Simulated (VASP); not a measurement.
AlN (scanv), 2 atoms in the cell. It takes space group Fm-3m (No. 225, cubic). The conventional cell has a = 4.032 Å, b = 4.032 Å, c = 4.032 Å, α = 90.00°, β = 90.00°, γ = 90.00°. Within 2.7 Å of Al (site symmetry m-3m) lie 6 N at 2.02 Å. N (site symmetry m-3m) has 6 Al at 2.02 Å within 2.7 Å. 

| Property | Result |
| --- | --- |
| Program | VASP 6.6.1 |
| Task | single point |
| Functional | r2SCAN |
| Dispersion | rVV10 |
| Potentials or basis | VASP PAW PBE potentials, release 64 (Al, N) |
| Cutoff | 660 eV |
| k mesh | 10 × 10 × 10 |
| Occupations | gaussian, width 0.02 eV |
| Spin | no spin polarisation |
| Dipole correction | no |
| Further INCAR settings | ALGO = Normal; EDIFF = 1e-06; NBANDS = 11 |

Potentials or basis: VASP PAW PBE potentials, release 64 (Al, N).

Command:

```sh
$ cat potpaw_PBE.64/Al/POTCAR potpaw_PBE.64/N/POTCAR > POTCAR
$ cp INCAR.step1 INCAR
$ mpirun -np 1 vasp_std > vasp.out
$ cp INCAR.step2 INCAR
$ mpirun -np 1 vasp_std > vasp.out
```

Hardware: 1 thread of Intel(R) Xeon(R) Platinum 8488C (Sapphire Rapids), with other jobs on the host.

**Question.** Estimate the wall time of this run.

**Answer.** Wall time 37 s on 1 thread of Intel(R) Xeon(R) Platinum 8488C (Sapphire Rapids) (shared host), peak memory 0.21 GiB. Counts: k points 47.
